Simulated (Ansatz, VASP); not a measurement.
C in VASP and in Ansatz

File POSCAR:

```
C
1.0
    2.4724366638      0.0000000000      0.0000000000
   -1.2362183319      2.1411929601      0.0000000000
    0.0000000000      0.0000000000      8.5802540340
C
2
Direct
    0.6666666667      0.3333333333      0.0000000000
    0.3333333333      0.6666666667      0.0000000000
```

File INCAR.step1:

```
PREC     = Accurate       # precision mode
ENCUT    = 520            # plane-wave cutoff, eV
EDIFF    = 1E-5           # SCF threshold, eV
ISMEAR   = -1             # smearing method
SIGMA    = 0.05           # smearing width, eV
LREAL    = F              # projectors in reciprocal space
LASPH    = T              # aspherical terms in the spheres
NELM     = 80             # most SCF steps
ALGO     = Normal         # electronic algorithm
ISIF     = 2              # what is computed and relaxed
LWAVE    = T              # write WAVECAR
NBANDS   = 11             # bands
GGA      = PE             # functional
```

Contents of INCAR.step2:

```
PREC     = Accurate       # precision mode
ENCUT    = 520            # plane-wave cutoff, eV
EDIFF    = 1E-7           # SCF threshold, eV
ISMEAR   = -1             # smearing method
SIGMA    = 0.05           # smearing width, eV
LREAL    = F              # projectors in reciprocal space
LASPH    = T              # aspherical terms in the spheres
NELM     = 80             # most SCF steps
ALGO     = Normal         # electronic algorithm
ISIF     = 2              # what is computed and relaxed
LWAVE    = F              # write WAVECAR
LCHARG   = T              # write CHGCAR
GGA      = PE             # functional
LHFCALC  = T              # exact exchange
AEXX     = 0.25           # exact-exchange fraction
PRECFOCK = Normal       
LELF     = T              # ELF
LVHAR    = T            
NBANDS   = 11             # bands
ISTART   = 1
```

KPOINTS

```
regular mesh
0
Gamma
  8 8 2
```

Contents of input:

```
crystal:
  lattice:
    - [2.4724366638, 0.0, 0.0]
    - [-1.2362183319, 2.1411929601, 0.0]
    - [0.0, 0.0, 8.580254034]
  atoms:
    - { symbol: C, position: [0.6666666667, 0.3333333333, 0.0] }
    - { symbol: C, position: [0.3333333333, 0.6666666667, 0.0] }
hamiltonian:
  xc: pbe0
  pseudopotentials: { kind: paw }
kpoints:
  mp_grid: { grid: [8, 8, 2] }
scf:
  occupations: { method: fermi_dirac, width: 0.05 }
output:
  forces: true
  stress: true
  eigenvalues: true
```

Alike in both runs: task single point; functional PBE0; k mesh 8 × 8 × 2; occupations fermi-dirac, width 0.05 eV; no spin polarisation.

|  | VASP | Ansatz |
| --- | --- | --- |
| version | VASP 6.6.1 | Ansatz 0.2.0 |
| potentials or method | VASP PAW PBE potentials, release 64 (C) | Ansatz PAW |
| plane-wave cutoff (eV) | 520 | 420 |
| valence electrons in the cell | 8 | 8 |

VASP gave:

| Quantity | Value |
| --- | --- |
| gap on the k mesh at the Fermi level (eV) | 3.04 |
| least direct gap on the mesh (eV) | 3.04 |

Task: Which values does Ansatz return?

Result: gap on the k mesh at the Fermi level (eV): 2.99; least direct gap on the mesh (eV): 2.99.

The functional is the same, so the differences come from potentials, cutoffs and numerics.
